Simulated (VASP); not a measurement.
La2O3, 5 atoms in the cell. It takes space group P-3m1 (No. 164, trigonal). Conventional cell: a = 3.931 Å, b = 3.931 Å, c = 6.112 Å, α = 90.00°, β = 90.00°, γ = 120.00°. Within 3.1 Å of La (site symmetry 3m) lie 7 O at 2.36 to 2.72 Å. Within 3.6 Å of O (site symmetry -3m) lie 6 La at 2.72 Å and 6 O at 3.14 Å. Within 3.1 Å of O (site symmetry 3m) lie 4 La at 2.36 to 2.44 Å and 3 O at 2.89 Å. 

| Item | Value |
| --- | --- |
| Program | VASP 6.6.1 |
| Task | single point |
| Functional | PBEsol |
| Potentials or basis | VASP PAW PBE potentials, release 64 (La, O) |
| Cutoff | 520 eV |
| k mesh | 8 × 8 × 5 |
| Occupations | fermi-dirac, width 0.05 eV |
| Spin | no spin polarisation |
| Dipole correction | no |
| Further INCAR settings | ALGO = Normal; EDIFF = 1e-06; NBANDS = 28 |

Potentials or basis: VASP PAW PBE potentials, release 64 (La, O).

Launch:

```bash
$ cat potpaw_PBE.64/La/POTCAR potpaw_PBE.64/O/POTCAR > POTCAR
$ mpirun -np 1 vasp_std > vasp.out
```

Hardware: 1 thread of Intel(R) Xeon(R) 6975P-C (Granite Rapids) (shared host).

Q: Estimate the wall time of this run.

A: Run time: 59 s on 1 thread of Intel(R) Xeon(R) 6975P-C (Granite Rapids) (shared host), peak memory 0.25 GiB. Counts: scf iterations 16, k points 40.
